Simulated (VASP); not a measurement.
Wanted: the native input for a VASP 6.6.1 run.

| Quantity | Value |
| --- | --- |
| Task | single point |
| Functional | PBEsol |
| Potentials or basis | VASP PAW PBE potentials, release 64 (Ca_sv) |
| Cutoff | 520 eV |
| k mesh | 8 × 8 × 8 |
| Occupations | gaussian, width 0.1 eV |
| Spin | no spin polarisation |
| Dipole correction | no |
| Further INCAR settings | ALGO = Normal; EDIFF = 1e-06; NBANDS = 11 |

The structure of Ca lies in POSCAR:

```
Ca
1.0
    0.0000000000      2.7942000000      2.7942000000
    2.7942000000      0.0000000000      2.7942000000
    2.7942000000      2.7942000000      0.0000000000
Ca
1
Direct
    0.0000000000      0.0000000000      0.0000000000
```

The input as run:

INCAR

```
SYSTEM = Ca
PREC     = Accurate       ! precision mode
ENCUT    = 520            ! plane-wave cutoff, eV
EDIFF    = 1E-6           ! SCF threshold, eV
ISMEAR   = 0              ! smearing method
SIGMA    = 0.1            ! smearing width, eV
LREAL    = .False.        ! projectors in reciprocal space
LASPH    = .True.         ! aspherical terms in the spheres
NELM     = 80             ! most SCF steps
ALGO     = Normal         ! electronic algorithm
ISIF     = 2              ! what is computed and relaxed
LWAVE    = .False.        ! write WAVECAR
LCHARG   = .True.         ! write CHGCAR
GGA      = PS             ! functional
LELF     = .True.         ! ELF
LVHAR    = .True.       
NBANDS   = 11             ! bands
```

KPOINTS

```
Automatic mesh
0
Gamma
  8 8 8
  0 0 0
```

Potentials or basis: VASP PAW PBE potentials, release 64 (Ca_sv).

Run with:

```bash
$ cat potpaw_PBE.64/Ca_sv/POTCAR > POTCAR
$ mpirun -np 1 vasp_std > vasp.out
```

It gave:

- Pressure: -1.2 GPa
- Band gap on the k mesh: zero (band 5 reaches 1.98 eV, above the bottom of band 6 at 1.58 eV)

Caveat: the PAW data sets were made with another functional, which shifts forces and pressure a little.

Wall time 22 s on 1 thread of AMD EPYC 7R13, on a shared host, peak memory 0.14 GiB.
